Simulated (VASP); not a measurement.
# AlGa2As3 (P-6m2) in VASP: further runs

AlGa2As3 is run at these levels: PBE; tasks: single point, relaxation of cell and atoms.

Everything below comes from runs of VASP 6.6.1. Logs are shortened: lines on timing, memory, paths and dates and some standing lists are left out, and cuts for length are marked.

**1. The cell of the first run**

The structure is hexagonal, space group P-6m2 (No. 187). The conventional cell has a = 4.719 Å, b = 4.719 Å, c = 7.750 Å, α = 90.00°, β = 90.00°, γ = 120.00°. Al (site symmetry -6m2) has 6 Ga at 2.72 Å and 6 As at 3.21 Å within 3.6 Å. Ga (site symmetry -6m2) has 2 As at 1.69 Å within 2.3 Å. Ga (site symmetry -6m2) has 3 Al at 2.72 Å and 3 Ga at 2.72 Å and 6 As at 3.21 Å within 3.6 Å. Within 2.3 Å of As (site symmetry 3m) lie 1 Ga at 1.69 Å and 1 As at 2.18 Å. Within 2.9 Å of As (site symmetry -6m2) lie 2 As at 2.18 Å.

**2. Single point, PBE**

Input file INCAR:

```
PREC = Accurate ; ENCUT = 520
EDIFF = 1E-7 ; ISMEAR = 0
SIGMA = 0.1 ; LREAL = False
LASPH = True ; NELM = 80
ALGO = Normal ; ISIF = 2
LWAVE = False ; LCHARG = False
GGA = PE ; NBANDS = 31
```

Input file KPOINTS:

```
regular mesh
0
Gamma
  6 6 2
```

Input file POSCAR:

```
AlGa2As3
1.0
    4.7185565500      0.0000000000      0.0000000000
   -2.3592782800      4.0863898400      0.0000000000
    0.0000000000      0.0000000000      7.7495722600
Al Ga As
1 2 3
Direct
    0.3333333300      0.6666666700      0.0000000000
    0.6666666700      0.3333333300      0.0000000000
    0.0000000000      0.0000000000      0.0000000000
    0.6666666700      0.3333333300      0.2187006300
    0.6666666700      0.3333333300      0.7812993700
    0.6666666700      0.3333333300      0.5000000000
```

Potentials or basis: VASP PAW PBE potentials, release 64 (Al, Ga_d, As).

Started as:

```sh
$ cat potpaw_PBE.64/Al/POTCAR potpaw_PBE.64/Ga_d/POTCAR potpaw_PBE.64/As/POTCAR > POTCAR
$ mpirun -np 1 vasp_std > vasp.out
```

OUTCAR:

```text
PREC = Accurate
   ENCUT = 520
   EDIFF = 1E-7
   ISMEAR = 0
   LREAL = False
   LASPH = True
   NELM = 80
   ISIF = 2
   GGA = PE

 ion  position               nearest neighbor table
   1  0.333  0.667  0.000-   2 2.72   2 2.72   3 2.72   3 2.72   3 2.72   2 2.72
   2  0.667  0.333  0.000-   4 1.69   5 1.69   1 2.72   1 2.72   3 2.72   3 2.72   3 2.72   1 2.72

   3  0.000  0.000  0.000-   1 2.72   2 2.72   2 2.72   1 2.72   2 2.72   1 2.72
   4  0.667  0.333  0.219-   2 1.69   6 2.18
   5  0.667  0.333  0.781-   2 1.69   6 2.18
   6  0.667  0.333  0.500-   4 2.18   5 2.18

  LATTYP: Found a hexagonal cell.
 ALAT       =     4.7185565500
 C/A-ratio  =     1.6423607893

  Lattice vectors:

 A1 = (   4.7185565500,   0.0000000000,   0.0000000000)
 A2 = (  -2.3592782800,   4.0863898400,   0.0000000000)
 A3 = (   0.0000000000,   0.0000000000,   7.7495722600)

Analysis of symmetry for initial positions (statically):
=====================================================================
 Subroutine PRICEL returns:
 Original cell was already a primitive cell.

 Routine SETGRP: Setting up the symmetry group for a
 hexagonal supercell.

 Subroutine GETGRP returns: Found 12 space group operations
 (whereof 12 operations were pure point group operations)
 out of a pool of 24 trial point group operations.

The static configuration has the point symmetry D_3h.

Analysis of symmetry for dynamics (positions and initial velocities):
=====================================================================
 Subroutine PRICEL returns:
 Original cell was already a primitive cell.

 Routine SETGRP: Setting up the symmetry group for a
 hexagonal supercell.

 Subroutine GETGRP returns: Found 12 space group operations
 (whereof 12 operations were pure point group operations)
 out of a pool of 24 trial point group operations.

The dynamic configuration has the point symmetry D_3h.

 Subroutine INISYM returns: Found 12 space group operations
 (whereof 12 operations are pure point group operations),
 and found     1 'primitive' translations

----------------------------------------------------------------------------------------

                                     Primitive cell

  volume of cell :     149.4262

  direct lattice vectors                    reciprocal lattice vectors
     4.718556550  0.000000000  0.000000000     0.211929218  0.122357391  0.000000000
    -2.359278280  4.086389840  0.000000000     0.000000000  0.244714782  0.000000000
     0.000000000  0.000000000  7.749572260     0.000000000  0.000000000  0.129039380

  length of vectors
     4.718556550  4.718556551  7.749572260     0.244714782  0.244714782  0.129039380

  position of ions in fractional coordinates (direct lattice)
     0.333333330  0.666666670  0.000000000
     0.666666670  0.333333330  0.000000000
     0.000000000  0.000000000  0.000000000
     0.666666670  0.333333330  0.218700630
     0.666666670  0.333333330  0.781299370
     0.666666670  0.333333330  0.500000000

  ion indices of the primitive-cell ions
   primitive index   ion index
                 1           1
                 2           2
                 3           3
                 4           4
                 5           5
                 6           6

----------------------------------------------------------------------------------------

 KPOINTS: regular mesh

Automatic generation of k-mesh.
 Grid dimensions read from file:
 generate k-points for:    6    6    2

 Generating k-lattice:

  Cartesian coordinates                     Fractional coordinates (reciprocal lattice)
     0.035321536  0.020392899  0.000000000     0.166666667  0.000000000  0.000000000
     0.000000000  0.040785797  0.000000000     0.000000000  0.166666667  0.000000000
     0.000000000  0.000000000  0.064519690     0.000000000  0.000000000  0.500000000

  Length of vectors
     0.040785797  0.040785797  0.064519690

  Shift w.r.t. Gamma in fractional coordinates (k-lattice)
     0.000000000  0.000000000  0.000000000

 Subroutine IBZKPT returns following result:
 ===========================================

 Found     14 irreducible k-points:

 Following reciprocal coordinates:
            Coordinates               Weight
  0.000000  0.000000  0.000000      1.000000
  0.166667  0.000000  0.000000      6.000000
  0.333333 -0.000000  0.000000      6.000000
  0.500000  0.000000  0.000000      3.000000
  0.166667  0.166667  0.000000      6.000000
  0.333333  0.166667  0.000000     12.000000
  0.333333  0.333333  0.000000      2.000000
  0.000000  0.000000  0.500000      1.000000
  0.166667  0.000000  0.500000      6.000000
  0.333333 -0.000000  0.500000      6.000000
  0.500000  0.000000  0.500000      3.000000
  0.166667  0.166667  0.500000      6.000000
  0.333333  0.166667  0.500000     12.000000
  0.333333  0.333333  0.500000      2.000000
   k-points           NKPTS =     14   k-points in BZ     NKDIM =     14   number of bands    NBANDS=     31
   number of dos      NEDOS =    301   number of ions     NIONS =      6
   total plane-waves  NPLWV =  77760
   dimension x,y,z NGX =    36 NGY =   36 NGZ =   60
   dimension x,y,z NGXF=    72 NGYF=   72 NGZF=  120
   ions per type =               1   2   3
   NGX,Y,Z   is equivalent  to a cutoff of  12.68, 12.68, 12.87 a.u.
   NGXF,Y,Z  is equivalent  to a cutoff of  25.37, 25.37, 25.74 a.u.
 SYSTEM =  unknown system
   PREC   = accura    normal or accurate (medium, high low for compatibility)
   ISTART =      0    job   : 0-new  1-cont  2-samecut
   ICHARG =      2    charge: 1-file 2-atom 10-const
   ISPIN  =      1    spin polarized calculation?
   LNONCOLLINEAR =      F non collinear calculations
   LSORBIT =      F    spin-orbit coupling
   LASPH  =      T    aspherical Exc in radial PAW
   ENCUT  =  520.0 eV  38.22 Ry    6.18 a.u.   8.77  8.77 14.41*2*pi/ulx,y,z
   NELM   =     80;   NELMIN=  2; NELMDL= -5     # of ELM steps
   EDIFF  = 0.1E-06   stopping-criterion for ELM
   LREAL  =      F    real-space projection
   EDIFFG = 0.1E-05   stopping-criterion for IOM
   NSW    =      0    number of steps for IOM
   IBRION =     -1    ionic relax: 0-MD 1-quasi-New 2-CG
   NFREE  =      0    steps in history (QN), initial steepest desc. (CG)
   ISIF   =      2    stress and relaxation
   ISYM   =      2    0-nonsym 1-usesym 2-fastsym
   POTIM  = 0.5000    time-step for ionic-motion
   TEBEG  =    0.0;   TEEND  =   0.0 temperature during run
   PSTRESS=    0.0 pullay stress
   NELECT =      44.0000    total number of electrons
   NUPDOWN=      -1.0000    fix difference up-down
   EMIN   =  10.00;   EMAX   =-10.00  energy-range for DOS
   EFERMI =   0.00;   METHOD = LEGACY
   ISMEAR =     0;   SIGMA  =   0.10  broadening in eV -4-tet -1-fermi 0-gaus
   EFERMI_NEDOS =   21; number of points for ismear=-14 and -15
   IALGO  =     38    algorithm
   IMIX   =      4    mixing-type and parameters
     AMIX     =   0.40;   BMIX     =  1.00
     AMIX_MAG =   1.60;   BMIX_MAG =  1.00
  volume/ion in A,a.u.               =      24.90       168.06
  Fermi-wavevector in a.u.,A,eV,Ry     =   1.089139  2.058175 16.139568  1.186225
  Thomas-Fermi vector in A             =   2.225336
   LORBIT       =      0    0 simple, 1 ext, 2 COOP (PROOUT), +10 PAW based schemes
   GGA     = PE    functional components
   LHFCALC =     F    Hartree Fock is set to
   AEXX    =    0.0000 exact exchange contribution
   IVDW    =     0    specifies the selected vdW correction
   LEPSILON=     F    determine dielectric tensor
   LRPA    =     F    only Hartree local field effects (RPA)
 non-spin polarized calculation
 Gauss-broadening in eV      SIGMA  =   0.10
  energy-cutoff  :      520.00
  volume of cell :      149.43
 maximum number of plane-waves:      4072
 NGX is ok and might be reduce to    36
   NGX = 17   NGY = 17   NGZ = 29

 number of electron      44.0000027 magnetization

 Free energy of the ion-electron system (eV)
  ---------------------------------------------------
  ext. energy  EPLUGINS =         0.00000000
  ---------------------------------------------------
  free energy    TOTEN  =        -6.36358185 eV

  energy without entropy =       -6.35237928  energy(sigma->0) =       -6.35798057

 E-fermi :   3.6813     XC(G=0):  -8.6774

 val. band max:        3.6013438070   @ k =   0.0000   0.0000   0.0000
 cond. band min:       3.7404888738   @ k =   0.1667   0.0000   0.5000
 fundamental gap:      0.1391450668
 Fermi energy:         3.6813081725

 k-point     1 :       0.0000    0.0000    0.0000
  band No.  band energies     occupation
      1     -16.3253      2.00000
      2     -14.7821      2.00000
      3     -14.7821      2.00000
      4     -13.8710      2.00000
      5     -13.8710      2.00000
      6     -11.5412      2.00000
[... 23 lines left out ...]
     30       8.3311      0.00000
     31       9.1165      0.00000

 k-point     2 :       0.1667    0.0000    0.0000
  band No.  band energies     occupation
      1     -16.3242      2.00000
      2     -14.7828      2.00000
      3     -14.7824      2.00000
      4     -13.8732      2.00000
      5     -13.8705      2.00000
      6     -11.5286      2.00000
[... 23 lines left out ...]
     30       8.0763      0.00000
     31       9.6147      0.00000

 k-point     3 :       0.3333   -0.0000    0.0000
  band No.  band energies     occupation
      1     -16.3220      2.00000
      2     -14.7843      2.00000
      3     -14.7831      2.00000
      4     -13.8778      2.00000
      5     -13.8694      2.00000
      6     -11.5169      2.00000
[... 23 lines left out ...]
     30       8.9069      0.00000
     31       9.8557      0.00000

 k-point     4 :       0.5000    0.0000    0.0000
  band No.  band energies     occupation
      1     -16.3209      2.00000
      2     -14.7850      2.00000
      3     -14.7834      2.00000
      4     -13.8802      2.00000
      5     -13.8689      2.00000
      6     -11.5161      2.00000
[... 23 lines left out ...]
     30       8.5805      0.00000
     31       9.4228      0.00000

 k-point     5 :       0.1667    0.1667    0.0000
  band No.  band energies     occupation
      1     -16.3226      2.00000
      2     -14.7839      2.00000
      3     -14.7829      2.00000
      4     -13.8762      2.00000
      5     -13.8702      2.00000
      6     -11.5172      2.00000
[... 23 lines left out ...]
     30       8.3868      0.00000
     31       9.7326      0.00000
[... 202 lines left out ...]
     30       8.4070      0.00000
     31       8.9191      0.00000

 k-point    12 :       0.1667    0.1667    0.5000
  band No.  band energies     occupation
      1     -16.3205      2.00000
      2     -14.7840      2.00000
      3     -14.7830      2.00000
      4     -13.8762      2.00000
      5     -13.8702      2.00000
      6     -11.5071      2.00000
[... 23 lines left out ...]
     30       7.7350      0.00000
     31       9.5840      0.00000

 k-point    13 :       0.3333    0.1667    0.5000
  band No.  band energies     occupation
      1     -16.3189      2.00000
      2     -14.7851      2.00000
      3     -14.7835      2.00000
      4     -13.8792      2.00000
      5     -13.8701      2.00000
      6     -11.5038      2.00000
[... 23 lines left out ...]
     30       8.7819      0.00000
     31      10.0433      0.00000

 k-point    14 :       0.3333    0.3333    0.5000
  band No.  band energies     occupation
      1     -16.3184      2.00000
      2     -14.7854      2.00000
      3     -14.7837      2.00000
      4     -13.8792      2.00000
      5     -13.8711      2.00000
      6     -11.5007      2.00000
[... 23 lines left out ...]
     30       9.9914      0.00000
     31      10.7266      0.00000

------------------------ aborting loop because EDIFF is reached ----------------------------------------

  FORCE on cell =-STRESS in cart. coord.  units (eV):
  Direction    XX          YY          ZZ          XY          YZ          ZX
  --------------------------------------------------------------------------------------
  -------------------------------------------------------------------------------------
  Total        5.9884192      5.9884192    103.4265086     -0.0000000      0.0000000      0.0000000
  in kB       64.2090264     64.2090263   1108.9596753     -0.0000001      0.0000000      0.0000000
  external PRESSURE =     412.4592427 kB  Pullay stress =       0.0000000 kB

 VOLUME and BASIS-vectors are now :
 -----------------------------------------------------------------------------
  energy-cutoff  :      520.00
  volume of cell :      149.43
      direct lattice vectors                 reciprocal lattice vectors
     4.718556550  0.000000000  0.000000000     0.211929218  0.122357391  0.000000000
    -2.359278280  4.086389840  0.000000000     0.000000000  0.244714782  0.000000000
     0.000000000  0.000000000  7.749572260     0.000000000  0.000000000  0.129039380

 POSITION                                       TOTAL-FORCE (eV/Angst)
 -----------------------------------------------------------------------------------
     -0.00000      2.72426      0.00000        -0.000000      0.000000      0.000000
      2.35928      1.36213      0.00000        -0.000000      0.000000      0.000000
      0.00000      0.00000      0.00000        -0.000000     -0.000000      0.000000
      2.35928      1.36213      1.69484         0.000000      0.000000     25.424517
      2.35928      1.36213      6.05474         0.000000     -0.000000    -25.424517
      2.35928      1.36213      3.87479        -0.000000      0.000000      0.000000
 -----------------------------------------------------------------------------------
    total drift:                               -0.000041      0.000023     -0.000000

  FREE ENERGIE OF THE ION-ELECTRON SYSTEM (eV)
  ---------------------------------------------------
  free  energy   TOTEN  =        -6.3635818532 eV

  energy  without entropy=       -6.3523792786  energy(sigma->0) =       -6.35798057
```

Wall time 56 s (1 thread of Intel Xeon Platinum 8488C (Sapphire Rapids), shared host); peak memory 0.28 GiB.

What came out:

* Free energy: -6.3636 eV
* Pressure: 41.2 GPa
* Largest force: 25.425 eV/Å
* Band gap on the k mesh: zero (band 22 reaches 3.85 eV, above the bottom of band 23 at 2.69 eV)

Forces in eV/Å, atoms in the order of the input:
```
Al    0.000   0.000   0.000
Ga    0.000   0.000   0.000
Ga    0.000   0.000   0.000
As    0.000   0.000  25.425
As    0.000   0.000 -25.425
As    0.000   0.000   0.000
```

Caveat: the k points lie up to 0.41 Å⁻¹ apart; forces of over 1 eV/Å act on the atoms, so gaps and moduli don't describe the material at rest.

**3. Single point, PBE**

This run uses another cell than the first one, of 31.50 Å³/atom, 1.265 times its volume.

Input file INCAR:

```
SYSTEM = AlGa2As3
PREC     = Accurate       ! precision mode
ENCUT    = 520            ! plane-wave cutoff, eV
EDIFF    = 1E-7           ! SCF threshold, eV
ISMEAR   = 0              ! smearing method
SIGMA    = 0.1            ! smearing width, eV
LREAL    = .False.        ! projectors in reciprocal space
LASPH    = .True.         ! aspherical terms in the spheres
NELM     = 80             ! most SCF steps
ALGO     = Normal         ! electronic algorithm
ISIF     = 2              ! what is computed and relaxed
LWAVE    = .False.        ! write WAVECAR
LCHARG   = .False.        ! write CHGCAR
GGA      = PE             ! functional
NBANDS   = 31             ! bands
```

Input file KPOINTS:

```
regular mesh
0
Gamma
  6 6 2
  0 0 0
```

Input file POSCAR:

```
AlGa2As3
1.0
    4.7183840218      0.0000000029      0.0000000000
   -2.3591920134      4.0862404263      0.0000000000
    0.0000000000      0.0000000000      9.8033976291
Al Ga As
1 2 3
Direct
    0.3333333333      0.6666666667      0.0000000000
    0.6666666667      0.3333333333      0.0000000000
    0.0000000000      0.0000000000      0.0000000000
    0.6666666667      0.3333333333      0.2630819444
    0.6666666667      0.3333333333      0.7369180556
    0.6666666667      0.3333333333      0.5000000000
```

Potentials or basis: VASP PAW PBE potentials, release 64 (Al, Ga_d, As).

Started as:

```sh
$ cat potpaw_PBE.64/Al/POTCAR potpaw_PBE.64/Ga_d/POTCAR potpaw_PBE.64/As/POTCAR > POTCAR
$ mpirun -np 1 vasp_std > vasp.out
```

Wall time 63 s (1 thread of Intel Xeon Platinum 8488C (Sapphire Rapids), shared host); peak memory 0.35 GiB.

Results (log left out):

- Free energy: -19.6989 eV
- Pressure: 0.1 GPa
- Largest force: 0.037 eV/Å
- Band gap on the k mesh: zero (band 22 reaches 2.71 eV, above the bottom of band 23 at 1.07 eV)

Forces on the atoms (eV/Å):
```
Al   0.000  0.000  0.000
Ga   0.000  0.000  0.000
Ga   0.000  0.000  0.000
As   0.000  0.000 -0.037
As   0.000  0.000  0.037
As   0.000  0.000  0.000
```

Stress tensor (GPa, compression positive):
```
0.03 0.00 0.00
0.00 0.03 0.00
0.00 0.00 0.21
```

Levels at points of the mesh, in eV from the Fermi level:
```tsv
k point	band 20	band 21	band 22	band 23	band 24	band 25
(0.00, 0.00, 0.00)	-0.42	-0.12	-0.12	0.10	0.10	0.39
(0.50, 0.00, 0.00)	-1.89	-1.13	-0.26	1.22	2.06	2.14
(0.00, 0.00, 0.50)	-1.13	-0.25	-0.21	-0.21	0.48	1.20
(0.50, 0.00, 0.50)	-1.22	-0.69	-0.65	-0.33	0.41	1.53
```

(Continued in part 2 of 2.)
